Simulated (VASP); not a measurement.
# Ge (I4_1/amd) in VASP: further runs

Runs on Ge. Level: PBEsol. Tasks: single point.

Everything below comes from runs of VASP 6.6.1. Logs are shortened: lines on timing, memory, paths and dates and some standing lists are left out, and cuts for length are marked.

### Step 1. The cell of the first run

Symmetry: I4_1/amd, No. 141, tetragonal system. Conventional cell: a = 5.076 Å, b = 5.076 Å, c = 2.763 Å, α = 90.00°, β = 90.00°, γ = 90.00°. Ge (site symmetry -4m2) has 10 Ge at 2.63 to 3.28 Å within 3.5 Å.

### Step 2. Single point, PBEsol (17.80 Å³/atom)

Contents of INCAR:

```
PREC = Accurate
ENCUT = 520
EDIFF = 1E-7
ISMEAR = 0
SIGMA = 0.1
LREAL = False
LASPH = True
NELM = 100
ALGO = Normal
ISIF = 2
LWAVE = False
LCHARG = False
GGA = PS
NBANDS = 21
```

Contents of KPOINTS:

```
regular mesh
0
Gamma
  16 16 16
```

Contents of POSCAR:

```
Ge
1.0
   -2.5381088812      2.5381088812      1.3814786372
    2.5381088812     -2.5381088812      1.3814786372
    2.5381088812      2.5381088812     -1.3814786372
Ge
2
Direct
    0.2500000000      0.7500000000      0.5000000000
    0.5000000000      0.5000000000      0.0000000000
```

Potentials or basis: VASP PAW PBE potentials, release 64 (Ge_d).

Run with:

```sh
$ cat potpaw_PBE.64/Ge_d/POTCAR > POTCAR
$ mpirun -np 1 vasp_std > vasp.out
```

OUTCAR:

```text
PREC = Accurate
   ENCUT = 520
   EDIFF = 1E-7
   ISMEAR = 0
   LREAL = False
   LASPH = True
   NELM = 100
   ISIF = 2
   GGA = PS

 ion  position               nearest neighbor table
   1  0.250  0.750  0.500-   2 2.63   2 2.63   2 2.63   2 2.63
   2  0.500  0.500  0.000-   1 2.63   1 2.63   1 2.63   1 2.63

  LATTYP: Found a body centered tetragonal cell.
 ALAT       =     5.0762177624
 C/A-ratio  =     0.5442944735

  Lattice vectors:

 A1 = (  -2.5381088812,   2.5381088812,   1.3814786372)
 A2 = (   2.5381088812,  -2.5381088812,   1.3814786372)
 A3 = (   2.5381088812,   2.5381088812,  -1.3814786372)

Analysis of symmetry for initial positions (statically):
=====================================================================
 Subroutine PRICEL returns:
 Original cell was already a primitive cell.

 Routine SETGRP: Setting up the symmetry group for a
 body centered tetragonal supercell.

 Subroutine GETGRP returns: Found 16 space group operations
 (whereof  8 operations were pure point group operations)
 out of a pool of 16 trial point group operations.

The static configuration has the point symmetry D_2d.
 The point group associated with its full space group is D_4h.

Analysis of symmetry for dynamics (positions and initial velocities):
=====================================================================
 Subroutine PRICEL returns:
 Original cell was already a primitive cell.

 Routine SETGRP: Setting up the symmetry group for a
 body centered tetragonal supercell.

 Subroutine GETGRP returns: Found 16 space group operations
 (whereof  8 operations were pure point group operations)
 out of a pool of 16 trial point group operations.

The dynamic configuration has the point symmetry D_2d.
 The point group associated with its full space group is D_4h.

 Subroutine INISYM returns: Found 16 space group operations
 (whereof  8 operations are pure point group operations),
 and found     1 'primitive' translations

----------------------------------------------------------------------------------------

                                     Primitive cell

  volume of cell :      35.5979

  direct lattice vectors                    reciprocal lattice vectors
    -2.538108881  2.538108881  1.381478637     0.000000000  0.196997065  0.361931040
     2.538108881 -2.538108881  1.381478637     0.196997065  0.000000000  0.361931040
     2.538108881  2.538108881 -1.381478637     0.196997065  0.196997065  0.000000000

  length of vectors
     3.846098882  3.846098882  3.846098882     0.412070287  0.412070287  0.278595921

  position of ions in fractional coordinates (direct lattice)
     0.250000000  0.750000000  0.500000000
     0.500000000  0.500000000  0.000000000

  ion indices of the primitive-cell ions
   primitive index   ion index
                 1           1
                 2           2

----------------------------------------------------------------------------------------

 KPOINTS: regular mesh

Automatic generation of k-mesh.
 Grid dimensions read from file:
 generate k-points for:   16   16   16

 Generating k-lattice:

  Cartesian coordinates                     Fractional coordinates (reciprocal lattice)
     0.000000000  0.012312317  0.022620690     0.062500000  0.000000000  0.000000000
     0.012312317  0.000000000  0.022620690     0.000000000  0.062500000  0.000000000
     0.012312317  0.012312317  0.000000000     0.000000000  0.000000000  0.062500000

  Length of vectors
     0.025754393  0.025754393  0.017412245

  Shift w.r.t. Gamma in fractional coordinates (k-lattice)
     0.000000000  0.000000000  0.000000000

 Subroutine IBZKPT returns following result:
 ===========================================

 Found    349 irreducible k-points:

 Following reciprocal coordinates:
            Coordinates               Weight
  0.000000  0.000000  0.000000      1.000000
  0.062500 -0.000000  0.000000      8.000000
  0.125000 -0.000000  0.000000      8.000000
  0.187500 -0.000000  0.000000      8.000000
  0.250000 -0.000000  0.000000      8.000000
  0.312500 -0.000000  0.000000      8.000000
[... 16 lines left out ...]
 -0.125000  0.062500 -0.000000     16.000000
 -0.062500  0.062500  0.000000      4.000000
 [... further k-points ...]
   k-points           NKPTS =    349   k-points in BZ     NKDIM =    349   number of bands    NBANDS=     21
   number of dos      NEDOS =    301   number of ions     NIONS =      2
   total plane-waves  NPLWV =  27000
   dimension x,y,z NGX =    30 NGY =   30 NGZ =   30
   dimension x,y,z NGXF=    60 NGYF=   60 NGZF=   60
   ions per type =               2
   NGX,Y,Z   is equivalent  to a cutoff of  12.97, 12.97, 12.97 a.u.
   NGXF,Y,Z  is equivalent  to a cutoff of  25.93, 25.93, 25.93 a.u.
 SYSTEM =  unknown system
   PREC   = accura    normal or accurate (medium, high low for compatibility)
   ISTART =      0    job   : 0-new  1-cont  2-samecut
   ICHARG =      2    charge: 1-file 2-atom 10-const
   ISPIN  =      1    spin polarized calculation?
   LNONCOLLINEAR =      F non collinear calculations
   LSORBIT =      F    spin-orbit coupling
   LASPH  =      T    aspherical Exc in radial PAW
   ENCUT  =  520.0 eV  38.22 Ry    6.18 a.u.   7.15  7.15  7.15*2*pi/ulx,y,z
   NELM   =    100;   NELMIN=  2; NELMDL= -5     # of ELM steps
   EDIFF  = 0.1E-06   stopping-criterion for ELM
   LREAL  =      F    real-space projection
   EDIFFG = 0.1E-05   stopping-criterion for IOM
   NSW    =      0    number of steps for IOM
   IBRION =     -1    ionic relax: 0-MD 1-quasi-New 2-CG
   NFREE  =      0    steps in history (QN), initial steepest desc. (CG)
   ISIF   =      2    stress and relaxation
   ISYM   =      2    0-nonsym 1-usesym 2-fastsym
   POTIM  = 0.5000    time-step for ionic-motion
   TEBEG  =    0.0;   TEEND  =   0.0 temperature during run
   PSTRESS=    0.0 pullay stress
   NELECT =      28.0000    total number of electrons
   NUPDOWN=      -1.0000    fix difference up-down
   EMIN   =  10.00;   EMAX   =-10.00  energy-range for DOS
   EFERMI =   0.00;   METHOD = LEGACY
   ISMEAR =     0;   SIGMA  =   0.10  broadening in eV -4-tet -1-fermi 0-gaus
   EFERMI_NEDOS =   21; number of points for ismear=-14 and -15
   IALGO  =     38    algorithm
   IMIX   =      4    mixing-type and parameters
     AMIX     =   0.40;   BMIX     =  1.00
     AMIX_MAG =   1.60;   BMIX_MAG =  1.00
  volume/ion in A,a.u.               =      17.80       120.11
  Fermi-wavevector in a.u.,A,eV,Ry     =   1.511191  2.855736 31.071591  2.283697
  Thomas-Fermi vector in A             =   2.621281
   LORBIT       =      0    0 simple, 1 ext, 2 COOP (PROOUT), +10 PAW based schemes
   GGA     = PS    functional components
   LHFCALC =     F    Hartree Fock is set to
   AEXX    =    0.0000 exact exchange contribution
   IVDW    =     0    specifies the selected vdW correction
   LEPSILON=     F    determine dielectric tensor
   LRPA    =     F    only Hartree local field effects (RPA)
 non-spin polarized calculation
 Gauss-broadening in eV      SIGMA  =   0.10
  energy-cutoff  :      520.00
  volume of cell :       35.60
 maximum number of plane-waves:       978
 NGX is ok and might be reduce to    30
   NGX = 15   NGY = 15   NGZ = 15

 number of electron      27.9999993 magnetization

 Free energy of the ion-electron system (eV)
  ---------------------------------------------------
  ext. energy  EPLUGINS =         0.00000000
  ---------------------------------------------------
  free energy    TOTEN  =        -9.53218297 eV

  energy without entropy =       -9.52891996  energy(sigma->0) =       -9.53055146

 E-fermi :   7.1213     XC(G=0): -11.6733

 val. band max:        7.1197116963   @ k =  -0.0625   0.3125   0.0625
 cond. band min:       7.1286431584   @ k =   0.4375   0.3750   0.0000
 fundamental gap:      0.0089314622
 Fermi energy:         7.1212964916

 k-point     1 :       0.0000    0.0000    0.0000
  band No.  band energies     occupation
      1     -17.6059      2.00000
      2     -17.5524      2.00000
      3     -17.5231      2.00000
      4     -17.5175      2.00000
      5     -17.3993      2.00000
      6     -17.3993      2.00000
[... 13 lines left out ...]
     20      18.9172      0.00000
     21      19.8877      0.00000

 k-point     2 :       0.0625   -0.0000    0.0000
  band No.  band energies     occupation
      1     -17.6042      2.00000
      2     -17.5465      2.00000
      3     -17.5207      2.00000
      4     -17.5103      2.00000
      5     -17.4045      2.00000
      6     -17.4040      2.00000
[... 13 lines left out ...]
     20      18.9555      0.00000
     21      20.0372      0.00000

 k-point     3 :       0.1250   -0.0000    0.0000
  band No.  band energies     occupation
      1     -17.5990      2.00000
      2     -17.5304      2.00000
      3     -17.5140      2.00000
      4     -17.4913      2.00000
      5     -17.4160      2.00000
      6     -17.4115      2.00000
[... 13 lines left out ...]
     20      18.1139      0.00000
     21      18.5778      0.00000

 k-point     4 :       0.1875   -0.0000    0.0000
  band No.  band energies     occupation
      1     -17.5904      2.00000
      2     -17.5088      2.00000
      3     -17.5040      2.00000
      4     -17.4692      2.00000
      5     -17.4304      2.00000
      6     -17.4134      2.00000
[... 13 lines left out ...]
     20      16.9516      0.00000
     21      17.9463      0.00000

 k-point     5 :       0.2500   -0.0000    0.0000
  band No.  band energies     occupation
      1     -17.5802      2.00000
      2     -17.4933      2.00000
      3     -17.4905      2.00000
      4     -17.4592      2.00000
      5     -17.4445      2.00000
      6     -17.4105      2.00000
[... 13 lines left out ...]
     20      16.0314      0.00000
     21      18.1393      0.00000
[... 382 lines left out ...]
     20      17.3581      0.00000
     21      17.8643      0.00000

 k-point    22 :      -0.1875    0.0625   -0.0000
  band No.  band energies     occupation
      1     -17.5926      2.00000
      2     -17.5323      2.00000
      3     -17.5081      2.00000
      4     -17.4967      2.00000
      5     -17.4152      2.00000
      6     -17.4064      2.00000
[... 13 lines left out ...]
     20      18.2912      0.00000
     21      18.7050      0.00000

 k-point    23 :      -0.1250    0.0625   -0.0000
  band No.  band energies     occupation
      1     -17.5997      2.00000
      2     -17.5476      2.00000
      3     -17.5165      2.00000
      4     -17.5133      2.00000
      5     -17.4052      2.00000
      6     -17.4012      2.00000
[... 13 lines left out ...]
     20      19.2366      0.00000
     21      19.9220      0.00000

 k-point    24 :      -0.0625    0.0625    0.0000
  band No.  band energies     occupation
      1     -17.6036      2.00000
      2     -17.5529      2.00000
      3     -17.5209      2.00000
      4     -17.5190      2.00000
      5     -17.4003      2.00000
      6     -17.3980      2.00000
[... 13 lines left out ...]
     20      19.2497      0.00000
     21      19.8634      0.00000

 [... further k-points ...]

------------------------ aborting loop because EDIFF is reached ----------------------------------------

  FORCE on cell =-STRESS in cart. coord.  units (eV):
  Direction    XX          YY          ZZ          XY          YZ          ZX
  --------------------------------------------------------------------------------------
  -------------------------------------------------------------------------------------
  Total        0.5889633      0.5889633      0.5805100      0.0000000      0.0000000      0.0000000
  in kB       26.5078268     26.5078268     26.1273654      0.0000000      0.0000000      0.0000000
  external PRESSURE =      26.3810063 kB  Pullay stress =       0.0000000 kB

 VOLUME and BASIS-vectors are now :
 -----------------------------------------------------------------------------
  energy-cutoff  :      520.00
  volume of cell :       35.60
      direct lattice vectors                 reciprocal lattice vectors
    -2.538108881  2.538108881  1.381478637     0.000000000  0.196997065  0.361931040
     2.538108881 -2.538108881  1.381478637     0.196997065  0.000000000  0.361931040
     2.538108881  2.538108881 -1.381478637     0.196997065  0.196997065  0.000000000

 POSITION                                       TOTAL-FORCE (eV/Angst)
 -----------------------------------------------------------------------------------
      2.53811     -0.00000      0.69074         0.000000     -0.000000      0.000000
      0.00000      0.00000      1.38148        -0.000000      0.000000     -0.000000
 -----------------------------------------------------------------------------------
    total drift:                                0.000000     -0.000000      0.000000

  FREE ENERGIE OF THE ION-ELECTRON SYSTEM (eV)
  ---------------------------------------------------
  free  energy   TOTEN  =        -9.5321829675 eV

  energy  without entropy=       -9.5289199586  energy(sigma->0) =       -9.53055146
```

Wall time 3.5 min (1 thread of Intel Xeon Platinum 8375C at 2.90GHz (Ice Lake), shared host); peak memory 0.32 GiB.

What came out:

```yaml
Free_energy: -9.5322 eV
Pressure: 2.6 GPa
Band_gap_on_the_k_mesh: zero (bands 14 and 15 overlap by 5.58 eV)
```

Caveat: the PAW data sets were made with another functional, which shifts forces and pressure a little.

### Step 3. Single point, PBEsol

This run uses another cell than the first one, of 18.35 Å³/atom.

Contents of INCAR:

```
SYSTEM = Ge
ALGO     = Normal         ! electronic algorithm
EDIFF    = 1E-6           ! SCF threshold, eV
ENCUT    = 520            ! plane-wave cutoff, eV
GGA      = PS             ! functional
ISIF     = 2              ! what is computed and relaxed
ISMEAR   = 0              ! smearing method
LASPH    = .True.         ! aspherical terms in the spheres
LCHARG   = .True.         ! write CHGCAR
LELF     = .True.         ! ELF
LREAL    = .False.        ! projectors in reciprocal space
LVHAR    = .True.       
LWAVE    = .False.        ! write WAVECAR
NBANDS   = 21             ! bands
NELM     = 60             ! most SCF steps
PREC     = Accurate       ! precision mode
SIGMA    = 0.1            ! smearing width, eV
```

Contents of KPOINTS:

```
k-points
0
Gamma
  16 16 16
  0 0 0
```

Contents of POSCAR:

```
Ge
1.0
   -2.5630127539      2.5630127539      1.3966622733
    2.5630127539     -2.5630127539      1.3966622733
    2.5630127539      2.5630127539     -1.3966622733
Ge
2
Direct
    0.2500000000      0.7500000000      0.5000000000
    0.5000000000      0.5000000000      0.0000000000
```

Potentials or basis: VASP PAW PBE potentials, release 64 (Ge_d).

Run with:

```sh
$ cat potpaw_PBE.64/Ge_d/POTCAR > POTCAR
$ mpirun -np 1 vasp_std > vasp.out
```

It took 3.3 min on 1 thread of Intel Xeon Platinum 8375C at 2.90GHz (Ice Lake), shared host; peak memory 0.33 GiB.

It converged, with:

- Free energy: -9.5415 eV
- Pressure: -0.1 GPa
- Band gap on the k mesh: zero (bands 14 and 15 overlap by 5.39 eV)

Levels at points of the mesh, in eV from the Fermi level:
```csv
k point,band 11,band 12,band 13,band 14,band 15,band 16,band 17,band 18
"(0.00, 0.00, 0.00)",-13.41,-4.00,-2.37,-2.37,3.22,7.67,7.67,8.14
"(0.50, 0.00, 0.00)",-8.12,-6.47,-2.64,-2.04,-1.41,2.42,3.58,5.56
"(0.50, 0.50, 0.00)",-10.64,-10.64,0.62,0.62,1.95,1.95,7.49,7.49
"(0.50, 0.50, 0.50)",-8.90,-8.90,-6.00,-6.00,6.10,6.10,11.16,11.16
```

Caveat: the PAW data sets were made with another functional, which shifts forces and pressure a little.
